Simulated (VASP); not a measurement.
# P (P6/mmm) in VASP: relaxation of cell and atoms with PBE

Aim: the relaxation of cell and atoms of P with PBE.

Everything below comes from runs of VASP 6.6.1. Logs are shortened: lines on timing, memory, paths and dates and some standing lists are left out, and cuts for length are marked.

### Step 1. The cell of the first run

Symmetry: P6/mmm, No. 191, hexagonal system. The conventional cell has a = 6.731 Å, b = 6.731 Å, c = 3.787 Å, α = 90.00°, β = 90.00°, γ = 120.00°. Within 3.0 Å of P (site symmetry mm2) lie 6 P at 2.25 to 2.83 Å. P (site symmetry -6m2) has 6 P at 2.50 Å within 3.3 Å.

The cell was generated, and may not be a known phase.

### Step 2. Relaxation of cell and atoms, PBE

Input file INCAR:

```
SYSTEM = P
  PREC = Accurate
  ENCUT = 600
  EDIFF = 1E-6
  ISMEAR = 0
  SIGMA = 0.1
  LREAL = .FALSE.
  LASPH = .TRUE.
  NELM = 60
  ALGO = Normal
  ISIF = 3
  LWAVE = .FALSE.
  LCHARG = .FALSE.
  GGA = PE
  IBRION = 2
  NSW = 100
  EDIFFG = -0.01
```

Input file KPOINTS:

```
regular mesh
0
G
  6 6 10
  0 0 0
```

Input file POSCAR:

```
P
1.0
    6.7310510352      0.0000000000      0.0000000000
   -3.3655255176      5.8292611907      0.0000000000
    0.0000000000      0.0000000000      3.7874582532
P
8
Direct
    0.8067114453      0.1932885547      0.5000000000
    0.8067114453      0.6134228905      0.5000000000
    0.3865771095      0.1932885547      0.5000000000
    0.1932885547      0.8067114453      0.5000000000
    0.1932885547      0.3865771095      0.5000000000
    0.6134228905      0.8067114453      0.5000000000
    0.3333333333      0.6666666667      0.0000000000
    0.6666666667      0.3333333333      0.0000000000
```

Potentials or basis: VASP PAW PBE potentials, release 64 (P).

Run with:

```sh
$ cat potpaw_PBE.64/P/POTCAR > POTCAR
$ mpirun -np 1 vasp_std > vasp.out
```

OUTCAR:

```text
SYSTEM = P
   PREC = Accurate
   ENCUT = 600
   EDIFF = 1E-6
   ISMEAR = 0
   LREAL = .FALSE.
   LASPH = .TRUE.
   NELM = 60
   ISIF = 3
   GGA = PE
   IBRION = 2
   NSW = 100
   EDIFFG = -0.01

 ion  position               nearest neighbor table
   1  0.807  0.193  0.500-   5 2.25   6 2.25   8 2.50   8 2.50   3 2.83   2 2.83
   2  0.807  0.613  0.500-   4 2.25   6 2.25   8 2.50   8 2.50   1 2.83   3 2.83
   3  0.387  0.193  0.500-   4 2.25   5 2.25   8 2.50   8 2.50   1 2.83   2 2.83
   4  0.193  0.807  0.500-   2 2.25   3 2.25   7 2.50   7 2.50   6 2.83   5 2.83
   5  0.193  0.387  0.500-   1 2.25   3 2.25   7 2.50   7 2.50   4 2.83   6 2.83
   6  0.613  0.807  0.500-   1 2.25   2 2.25   7 2.50   7 2.50   4 2.83   5 2.83
   7  0.333  0.667  0.000-   4 2.50   6 2.50   4 2.50   6 2.50   5 2.50   5 2.50
   8  0.667  0.333  0.000-   1 2.50   3 2.50   1 2.50   3 2.50   2 2.50   2 2.50

  LATTYP: Found a hexagonal cell.
 ALAT       =     6.7310510352
 C/A-ratio  =     0.5626845248

  Lattice vectors:

 A1 = (   6.7310510352,   0.0000000000,   0.0000000000)
 A2 = (  -3.3655255176,   5.8292611907,   0.0000000000)
 A3 = (   0.0000000000,   0.0000000000,   3.7874582532)

Analysis of symmetry for initial positions (statically):
=====================================================================
 Subroutine PRICEL returns:
 Original cell was already a primitive cell.

 Routine SETGRP: Setting up the symmetry group for a
 hexagonal supercell.

 Subroutine GETGRP returns: Found 24 space group operations
 (whereof 24 operations were pure point group operations)
 out of a pool of 24 trial point group operations.

The static configuration has the point symmetry D_6h.

Analysis of symmetry for dynamics (positions and initial velocities):
=====================================================================
 Subroutine PRICEL returns:
 Original cell was already a primitive cell.

 Routine SETGRP: Setting up the symmetry group for a
 hexagonal supercell.

 Subroutine GETGRP returns: Found 24 space group operations
 (whereof 24 operations were pure point group operations)
 out of a pool of 24 trial point group operations.

The dynamic configuration has the point symmetry D_6h.

 Subroutine INISYM returns: Found 24 space group operations
 (whereof 24 operations are pure point group operations),
 and found     1 'primitive' translations

----------------------------------------------------------------------------------------

                                     Primitive cell

  volume of cell :     148.6087

[... 110 lines left out ...]
   PSTRESS=    0.0 pullay stress
   NELECT =      40.0000    total number of electrons
   NUPDOWN=      -1.0000    fix difference up-down
   EMIN   =  10.00;   EMAX   =-10.00  energy-range for DOS
   EFERMI =   0.00;   METHOD = LEGACY
   ISMEAR =     0;   SIGMA  =   0.10  broadening in eV -4-tet -1-fermi 0-gaus
   EFERMI_NEDOS =   21; number of points for ismear=-14 and -15
   IALGO  =     38    algorithm
   IMIX   =      4    mixing-type and parameters
     AMIX     =   0.40;   BMIX     =  1.00
     AMIX_MAG =   1.60;   BMIX_MAG =  1.00
  volume/ion in A,a.u.               =      18.58       125.36
  Fermi-wavevector in a.u.,A,eV,Ry     =   1.057012  1.997464 15.201452  1.117275
  Thomas-Fermi vector in A             =   2.192269
   LORBIT       =      0    0 simple, 1 ext, 2 COOP (PROOUT), +10 PAW based schemes
   GGA     = PE    functional components
   LHFCALC =     F    Hartree Fock is set to
   AEXX    =    0.0000 exact exchange contribution
   IVDW    =     0    specifies the selected vdW correction
   LEPSILON=     F    determine dielectric tensor
   LRPA    =     F    only Hartree local field effects (RPA)
 conjugate gradient relaxation of ions
 non-spin polarized calculation
 Gauss-broadening in eV      SIGMA  =   0.10
  energy-cutoff  :      600.00
  volume of cell :      148.61
 maximum number of plane-waves:      5049
 NGX is ok and might be reduce to    54
   NGX = 27   NGY = 27   NGZ = 15

--------------------------------------- Ionic step        1  -------------------------------------------

 number of electron      39.9999998 magnetization

 Free energy of the ion-electron system (eV)
  ---------------------------------------------------
  ext. energy  EPLUGINS =         0.00000000
  ---------------------------------------------------
  free energy    TOTEN  =       -39.70734045 eV

  energy without entropy =      -39.69527748  energy(sigma->0) =      -39.70130896

------------------------ aborting loop because EDIFF is reached ----------------------------------------

  FORCE on cell =-STRESS in cart. coord.  units (eV):
  Direction    XX          YY          ZZ          XY          YZ          ZX
  --------------------------------------------------------------------------------------
  -------------------------------------------------------------------------------------
  Total       -0.2124686     -0.2124686      1.1395165      0.0000000     -0.0000000      0.0000000
  in kB       -2.2906629     -2.2906629     12.2853331      0.0000000     -0.0000000      0.0000000
  external PRESSURE =       2.5680025 kB  Pullay stress =       0.0000000 kB
[... 155 lines left out ...]
--------------------------------------- Ionic step        5  -------------------------------------------

 number of electron      39.9999996 magnetization

 Free energy of the ion-electron system (eV)
  ---------------------------------------------------
  ext. energy  EPLUGINS =         0.00000000
  ---------------------------------------------------
  free energy    TOTEN  =       -39.72438122 eV

  energy without entropy =      -39.71037754  energy(sigma->0) =      -39.71737938

 E-fermi :   6.8993     XC(G=0):  -9.8851

 val. band max:        6.8942914949   @ k =   0.0000   0.0000   0.4000
 cond. band min:       6.9021454260   @ k =   0.3333   0.3333   0.0000
 fundamental gap:      0.0078539311
 Fermi energy:         6.8992814234

 k-point     1 :       0.0000    0.0000    0.0000
  band No.  band energies     occupation
      1      -8.8479      2.00000
      2      -6.4456      2.00000
      3      -5.4674      2.00000
      4      -5.4674      2.00000
      5      -4.1138      2.00000
      6      -4.1138      2.00000
[... 661 lines left out ...]
     24       8.6068      0.00000
     25       8.6506      0.00000

 [... further k-points ...]

------------------------ aborting loop because EDIFF is reached ----------------------------------------

  FORCE on cell =-STRESS in cart. coord.  units (eV):
  Direction    XX          YY          ZZ          XY          YZ          ZX
  --------------------------------------------------------------------------------------
  -------------------------------------------------------------------------------------
  Total        0.0291846      0.0291846      0.0044714      0.0000000      0.0000000      0.0000000
  in kB        0.3125275      0.3125275      0.0478825      0.0000000      0.0000000      0.0000000
  external PRESSURE =       0.2243125 kB  Pullay stress =       0.0000000 kB
[... 23 lines left out ...]
  FREE ENERGIE OF THE ION-ELECTRON SYSTEM (eV)
  ---------------------------------------------------
  free  energy   TOTEN  =       -39.7243812190 eV

  energy  without entropy=      -39.7103775378  energy(sigma->0) =      -39.71737938

 reached required accuracy - stopping structural energy minimisation
```

CONTCAR:

```text
P
   1.00000000000000
     6.7348436511301459    0.0000000000000000    0.0000000000000000
    -3.3674218255650730    5.8325456924423813   -0.0000000000000000
     0.0000000000000000    0.0000000000000000    3.8088223605021643
  P
     8
Direct
     0.8087596753969291    0.1912403246030710    0.5000000000000000
     0.8087596753969291    0.6175193506938491    0.5000000000000000
     0.3824806493061509    0.1912403246030710    0.5000000000000000
     0.1912403246030710    0.8087596753969291    0.5000000000000000
     0.1912403246030710    0.3824806493061509    0.5000000000000000
     0.6175193506938491    0.8087596753969291    0.5000000000000000
     0.3333333332999970    0.6666666667000030    0.0000000000000000
     0.6666666667000030    0.3333333332999970    0.0000000000000000

  0.00000000E+00  0.00000000E+00  0.00000000E+00
  0.00000000E+00  0.00000000E+00  0.00000000E+00
  0.00000000E+00  0.00000000E+00  0.00000000E+00
  0.00000000E+00  0.00000000E+00  0.00000000E+00
  0.00000000E+00  0.00000000E+00  0.00000000E+00
  0.00000000E+00  0.00000000E+00  0.00000000E+00
  0.00000000E+00  0.00000000E+00  0.00000000E+00
  0.00000000E+00  0.00000000E+00  0.00000000E+00
```

Run time: 4.9 min. Hardware: 1 thread of Intel Xeon 6975P-C (Granite Rapids), shared host; peak memory 0.35 GiB.

What came out:

```yaml
Free_energy: -39.7244 eV
Relaxed_volume: 18.70 Å³/atom
Relaxed_cell: a = 6.735 Å, b = 6.735 Å, c = 3.809 Å, α = 90.00°, β = 90.00°, γ = 120.00°
Space_group_after_relaxing_to_0.1_Å: P6/mmm (No. 191)
Energy_gained_by_relaxing: 2.1 meV/atom
Ionic_steps: 5
Pressure_after_relaxing: 0.0 GPa
Band_gap_on_the_k_mesh: zero (bands 20 and 21 overlap by 1.07 eV)
```

Step by step:
```
step  energy change (eV)  largest force (eV/Å)  pressure (GPa)  volume (Å³)
   1              0.0000                0.1913            0.26       148.61
   2             -0.0125                0.1000            0.06       149.25
   3             -0.0140                0.0569           -0.01       149.54
   4             -0.0158                0.0359            0.00       149.57
   5             -0.0170                0.0013            0.02       149.62
```

Final structure:
```
CELL_PARAMETERS angstrom
6.73484 0.00000 0.00000
-3.36742 5.83255 0.00000
0.00000 0.00000 3.80882
ATOMIC_POSITIONS crystal
P 0.80876 0.19124 0.50000
P 0.80876 0.61752 0.50000
P 0.38248 0.19124 0.50000
P 0.19124 0.80876 0.50000
P 0.19124 0.38248 0.50000
P 0.61752 0.80876 0.50000
P 0.33333 0.66667 0.00000
P 0.66667 0.33333 0.00000
```
